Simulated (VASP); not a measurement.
Wanted: the native input for a VASP 6.6.1 run.

```
Task                   : single point
Functional             : LDA
Potentials or basis    : VASP PAW LDA potentials, release 64 (Hf_pv, O)
Cutoff                 : 520 eV
k mesh                 : 6 × 6 × 6
Occupations            : gaussian, width 0.05 eV
Spin                   : no spin polarisation
Dipole correction      : no
Further INCAR settings : ALGO = Normal; EDIFF = 1e-06; NBANDS = 31
```

The structure of HfO2 lies in POSCAR:

```
HfO2
1.0
    3.4487926376     -0.0313029348     -0.0316877807
   -0.0313029348      3.5597759606     -0.0364848024
   -0.0460606840     -0.0530335326      5.0814867701
Hf O
2 4
Direct
    0.4860061559      0.5183104709      0.5044253975
   -0.0010847411     -0.0020428035      0.0020673913
   -0.0093246268      0.4924482919      0.6941291513
    0.4967009822     -0.0131247955      0.8029048196
    0.5305396411      0.0126043231      0.3057818385
   -0.0028374112      0.4918045130      0.1906914016
```

This cell differs from its parent crystal: atoms moved at random and the cell strained at random.

These files were run (other wordings do the same):

INCAR

```
SYSTEM = HfO2
PREC     = Accurate       ! precision mode
ENCUT    = 520            ! plane-wave cutoff, eV
EDIFF    = 1E-6           ! SCF threshold, eV
ISMEAR   = 0              ! smearing method
SIGMA    = 0.05           ! smearing width, eV
LREAL    = .FALSE.        ! projectors in reciprocal space
LASPH    = .TRUE.         ! aspherical terms in the spheres
NELM     = 100            ! most SCF steps
ALGO     = Normal         ! electronic algorithm
ISIF     = 2              ! what is computed and relaxed
LWAVE    = .FALSE.        ! write WAVECAR
LCHARG   = .FALSE.        ! write CHGCAR
GGA      = CA             ! functional
NBANDS   = 31             ! bands
```

KPOINTS

```
Automatic mesh
0
G
  6 6 6
  0 0 0
```

Potentials or basis: VASP PAW LDA potentials, release 64 (Hf_pv, O).

Launch:

```sh
$ cat potpaw_LDA.64/Hf_pv/POTCAR potpaw_LDA.64/O/POTCAR > POTCAR
$ mpirun -np 1 vasp_std > vasp.out
```

Results of the run:

```json
{
 "Pressure": "7.7 GPa",
 "Largest force": "1.411 eV/Å",
 "Band gap on the k mesh": "4.70 eV, indirect (least direct gap 4.79 eV)"
}
```

Caveat: the cell differs from its parent crystal (atoms moved at random and the cell strained at random); spin-orbit coupling is left out, which moves the levels of the heavy elements; forces of over 1 eV/Å act on the atoms, so gaps and moduli don't describe the material at rest.

It took 4.2 min on 1 thread of Intel Xeon 8259CL (shared host), peak memory 0.28 GiB.
